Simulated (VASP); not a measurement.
A run of VASP 6.6.1 is set up as follows.

INCAR

```
SYSTEM = PF2
PREC = Accurate
ENCUT = 600
EDIFF = 1E-7
ISMEAR = 0
SIGMA = 0.1
LREAL = .False.
LASPH = .True.
NELM = 80
ALGO = Normal
ISIF = 3
LWAVE = .False.
LCHARG = .False.
GGA = PE
IVDW = 12
IBRION = 2
NSW = 90
EDIFFG = -0.04
```

The input KPOINTS:

```
regular mesh
0
Gamma
  4 4 4
  0 0 0
```

The input POSCAR:

```
PF2
1.0
    3.7850976500      0.0000000000      0.0000000000
    0.0000000000      3.7850976500      0.0000000000
    0.0000000000      0.0000000000      6.2460088500
P F
2 4
Direct
    0.0000000000      0.0000000000      0.2500000000
    0.0000000000      0.0000000000      0.7500000000
    0.2924366400      0.0000000000      0.0000000000
    0.7075633600      0.0000000000      0.0000000000
    0.0000000000      0.2924366400      0.5000000000
    0.0000000000      0.7075633600      0.5000000000
```

Potentials or basis: VASP PAW PBE potentials, release 64 (P, F).

The run is started by

```sh
$ cat potpaw_PBE.64/P/POTCAR potpaw_PBE.64/F/POTCAR > POTCAR
$ mpirun -np 1 vasp_std > vasp.out
```

(1) Estimate the band gap on the k mesh.

(2) Estimate the space group after relaxing (to 0.1 Å).

## Answers

(1) zero (bands 19 and 20 overlap by 1.11 eV).

(2) P4_2/mmc (No. 131).

Caveat: the k points lie up to 0.34 Å⁻¹ apart in the final cell, too coarse for converged energies and pressures of a metal.
